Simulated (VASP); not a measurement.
A run of VASP 6.6.1:

Contents of INCAR:

```
  PREC = Accurate
  ENCUT = 520
  EDIFF = 1E-7
  ISMEAR = 0
  SIGMA = 0.15
  LREAL = F
  LASPH = T
  NELM = 80
  ALGO = Fast
  ISIF = 2
  LWAVE = F
  LCHARG = F
  GGA = PE
  NBANDS = 22
```

The input KPOINTS:

```
regular mesh
0
Gamma
  21 21 12
```

The input POSCAR:

```
Rh
1.0
    2.6141881890      0.0000000000      0.0000000000
   -1.3070940945      2.2639533819      0.0000000000
    0.0000000000      0.0000000000      4.3356311114
Rh
2
Direct
    0.6666666667      0.3333333333      0.7500000000
    0.3333333333      0.6666666667      0.2500000000
```

Potentials or basis: VASP PAW PBE potentials, release 64 (Rh_pv).

Command:

```sh
$ cat potpaw_PBE.64/Rh_pv/POTCAR > POTCAR
$ mpirun -np 1 vasp_std > vasp.out
```

Hardware: 1 thread of Intel Xeon 8259CL (shared host).

Problem. Estimate the wall time of this run.

Solution. Run time: 4 min on 1 thread of Intel Xeon 8259CL, with other jobs on the host, peak memory 0.26 GiB. Counts: scf iterations 14, k points 336.
